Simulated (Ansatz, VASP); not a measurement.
InPd in VASP and in Ansatz

INCAR

```
  PREC = Accurate
  ENCUT = 600
  EDIFF = 1E-6
  ISMEAR = 0
  SIGMA = 0.1
  LREAL = F
  LASPH = T
  NELM = 100
  ALGO = Fast
  ISIF = 3
  LWAVE = F
  LCHARG = F
  GGA = PE
  IBRION = 2
  NSW = 100
  EDIFFG = -0.01
```

Contents of KPOINTS:

```
Automatic mesh
0
Gamma
  18 18 18
```

POSCAR

```
InPd
1.0
    0.0000000000      2.7449881444      2.7449881444
    2.7449881444      0.0000000000      2.7449881444
    2.7449881444      2.7449881444      0.0000000000
In Pd
1 1
Direct
    0.0000000000      0.0000000000      0.0000000000
    0.5000000000      0.5000000000      0.5000000000
```

Input for Ansatz:

```yaml
crystal:
  lattice:
    - [0.0, 2.7449881444, 2.7449881444]
    - [2.7449881444, 0.0, 2.7449881444]
    - [2.7449881444, 2.7449881444, 0.0]
  atoms:
    - { symbol: In, position: [0.0, 0.0, 0.0] }
    - { symbol: Pd, position: [0.5, 0.5, 0.5] }
basis:
  ecutwfc: 420
kpoints:
  mp_grid: { grid: [18, 18, 18] }
hamiltonian:
  xc: pbe
scf:
  occupations: { method: gaussian, width: 0.1 }
output:
  forces: true
  stress: true
  eigenvalues: true
relax:
  adjacent_minimum: "off"
  f_tol: 0.01
  max_steps: 80
  cell: { stress_tol: 0.05 }
```

Change from the starting cell: species swapped into the PrS type (Fm-3m, No. 225).

Alike in both runs: task relaxation of cell and atoms; functional PBE; k mesh 18 × 18 × 18; occupations gaussian, width 0.1 eV; no spin polarisation.

```csv
,VASP,Ansatz
version,VASP 6.6.1,Ansatz 0.2.0
potentials or method,"VASP PAW PBE potentials, release 64 (In_d, Pd), cutoff 600 eV","scalar-relativistic, plane waves, PAW"
valence electrons in the cell,23,31
```

|  | VASP | Ansatz | Ansatz less VASP |
| --- | --- | --- | --- |
| gap on the k mesh at the Fermi level, each at its own relaxed structure (eV) | none | none | - |
| relaxed volume (Å³/atom) | 20.72 | 20.71 | -0.015 |
| relaxed length of the cell vector where the two differ most in proportion (Å) | 3.884 | 3.884 | -0.0009 |

A gap of «none» marks a metal or a gap that the smearing closes. VASP's potentials hold 23 valence electrons a cell and Ansatz's 31, so a difference there can come from the potentials and not from the codes.
